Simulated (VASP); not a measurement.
A run of VASP 6.6.1 is set up as follows.

INCAR

```
SYSTEM = GaN
  PREC = Accurate
  ENCUT = 520
  EDIFF = 1E-6
  ISMEAR = 0
  SIGMA = 0.01
  LREAL = .False.
  LASPH = .True.
  NELM = 80
  ALGO = Normal
  ISIF = 2
  LWAVE = .False.
  LCHARG = .False.
  NBANDS = 16
```

KPOINTS

```
Automatic mesh
0
Gamma
  6 6 6
  0 0 0
```

The input POSCAR:

```
GaN
1.0
    0.0000000000      2.1085153661      2.1085153661
    2.1085153661      0.0000000000      2.1085153661
    2.1085153661      2.1085153661      0.0000000000
Ga N
1 1
Direct
    0.5000000000      0.5000000000      0.5000000000
    0.0000000000      0.0000000000      0.0000000000
```

Potentials or basis: VASP PAW LDA potentials, release 64 (Ga_d, N).

The run is started by

```sh
$ cat potpaw_LDA.64/Ga_d/POTCAR potpaw_LDA.64/N/POTCAR > POTCAR
$ mpirun -np 1 vasp_std > vasp.out
```

(1) Estimate the pressure.

(2) Estimate the band gap on the k mesh.

## Answers

(1) -4.9 GPa.

(2) 0.44 eV, indirect (least direct gap 2.91 eV).

Caveat: the k points lie up to 0.43 Å⁻¹ apart.
